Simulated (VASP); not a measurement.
The system is SiNi.

```
Ni Si
1.0
     2.94277    0.00000    0.00000
     0.00000    3.28033    0.00000
     0.00000    0.00000    4.67745
Ni Si
2 2
Direct
  0.50000 0.50000 0.34250
  0.00000 0.00000 0.65750
  0.50000 0.50000 0.84314
  0.00000 0.00000 0.15686
```

| Property | Result |
| --- | --- |
| Program | VASP 6.6.1 |
| Task | relaxation of cell and atoms |
| Functional | revPBE |
| Potentials or basis | VASP PAW PBE potentials, release 64 (Ni, Si) |
| Cutoff | 600 eV |
| k mesh | 9 × 8 × 6 |
| Occupations | fermi-dirac, width 0.05 eV |
| Spin | collinear spin, ferromagnetic start |
| Starting moments | [1.0, 1.0, 0.0, 0.0] μB |

At the start: pressure 9.4 GPa; volume 11.29 Å³/atom.

**Question.** How do energy, volume and symmetry change on relaxing?

**Answer.** Over 22 steps the energy falls by 15.8 meV/atom and the volume is 11.86 Å³/atom (+5.1 %); space group Pmmn (No. 59, to 0.1 Å) before and after; moment 0.00 μB per cell.

The path:
```tsv
step	energy change (eV)	largest force (eV/Å)	pressure (GPa)	volume (Å³)
1	0.0000	0.0976	9.38	45.15
2	-0.0047	0.2091	-7.06	49.61
3	-0.0610	0.0793	-0.49	47.32
4	-0.0608	0.0688	0.33	47.19
5	-0.0609	0.0718	0.33	47.23
6	-0.0628	0.0161	0.41	47.31
7	-0.0630	0.0157	0.51	47.34
8	-0.0629	0.0095	-0.40	47.60
9	-0.0631	0.0134	-0.02	47.44
10	-0.0631	0.0128	0.02	47.46
11	-0.0631	0.0110	-0.40	47.53
12	-0.0631	0.0129	0.04	47.47
13	-0.0631	0.0117	-0.08	47.50
14	-0.0631	0.0122	-0.09	47.49
15	-0.0631	0.0127	-0.01	47.48
16	-0.0631	0.0121	-0.18	47.49
17	-0.0631	0.0124	-0.09	47.48
18	-0.0632	0.0024	-0.07	47.49
19	-0.0632	0.0137	-0.05	47.49
20	-0.0633	0.0048	-0.10	47.46
21	-0.0631	0.0255	0.14	47.38
22	-0.0633	0.0069	-0.01	47.43
```

Final structure:
```
Ni Si
1.0
     3.00629    0.00000    0.00000
     0.00000    3.33513    0.00000
     0.00000    0.00000    4.73088
Ni Si
2 2
Direct
  0.50000 0.50000 0.34185
  0.00000 0.00000 0.65815
  0.50000 0.50000 0.84325
  0.00000 0.00000 0.15675
```

Caveat: the moments typed at the start vanished in this run; the PAW data sets were made with another functional, which shifts forces and pressure a little.
